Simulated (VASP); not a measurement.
Write the native input for VASP 6.6.1 that does the following.

| Item | Value |
| --- | --- |
| Task | single point |
| Functional | LDA |
| Potentials or basis | VASP PAW LDA potentials, release 64 (Au) |
| Cutoff | 520 eV |
| k mesh | 12 × 12 × 12 |
| Occupations | fermi-dirac, width 0.1 eV |
| Spin | no spin polarisation |
| Dipole correction | no |
| k mesh for the DOS | 18 × 18 × 18 |
| Occupations for the DOS | tetrahedron |
| Further INCAR settings | ALGO = Normal; EDIFF = 1e-07 |

The system is Au.

```xyz
2
Lattice="0.0000 2.9756 2.9756 2.9756 0.0000 2.9756 2.9756 2.9756 0.0000" Properties=species:S:1:pos:R:3 pbc="T T T"
Au   -0.7439   -0.7439   -0.7439
Au    0.7439    0.7439    0.7439
```

This isn't the form of Au at room conditions, which is fcc.

The input as run:

POSCAR

```
Au
1.0
    0.0000000000      2.9755525839      2.9755525839
    2.9755525839      0.0000000000      2.9755525839
    2.9755525839      2.9755525839      0.0000000000
Au
2
Direct
   -0.1250000000     -0.1250000000     -0.1250000000
    0.1250000000      0.1250000000      0.1250000000
```

INCAR.step1

```
PREC     = Accurate       # precision mode
ENCUT    = 520            # plane-wave cutoff, eV
EDIFF    = 1E-7           # SCF threshold, eV
ISMEAR   = -1             # smearing method
SIGMA    = 0.1            # smearing width, eV
LREAL    = F              # projectors in reciprocal space
LASPH    = T              # aspherical terms in the spheres
NELM     = 100            # most SCF steps
ALGO     = Normal         # electronic algorithm
ISIF     = 2              # what is computed and relaxed
LWAVE    = F              # write WAVECAR
LCHARG   = T              # write CHGCAR
LMAXMIX  = 4              # l up to which the mixer works
NBANDS   = 18             # bands
```

KPOINTS.step1

```
regular mesh
0
Gamma
  12 12 12
```

INCAR.step2

```
PREC     = Accurate       # precision mode
ENCUT    = 520            # plane-wave cutoff, eV
EDIFF    = 1E-7           # SCF threshold, eV
ISMEAR   = -5             # smearing method
SIGMA    = 0.1            # smearing width, eV
LREAL    = F              # projectors in reciprocal space
LASPH    = T              # aspherical terms in the spheres
NELM     = 100            # most SCF steps
ALGO     = Normal         # electronic algorithm
ISIF     = 2              # what is computed and relaxed
LWAVE    = F              # write WAVECAR
LCHARG   = F              # write CHGCAR
LMAXMIX  = 4              # l up to which the mixer works
LORBIT   = 10             # projections on sites
NEDOS    = 1001           # points of the DOS
ICHARG   = 11             # starting density
```

KPOINTS.step2

```
regular mesh
0
Gamma
  18 18 18
```

Potentials or basis: VASP PAW LDA potentials, release 64 (Au).

Run with:

```bash
$ cat potpaw_LDA.64/Au/POTCAR > POTCAR
$ cp INCAR.step1 INCAR
$ cp KPOINTS.step1 KPOINTS
$ mpirun -np 1 vasp_std > vasp.out
$ cp INCAR.step2 INCAR
$ cp KPOINTS.step2 KPOINTS
$ mpirun -np 1 vasp_std > vasp.out
```

It gave:

```yaml
Valence_electrons_inside_the_program's_atomic_spheres: Au 9.68
```

It took 2.1 min on 1 thread of Intel Xeon 8259CL, with other jobs on the host, peak memory 0.25 GiB.
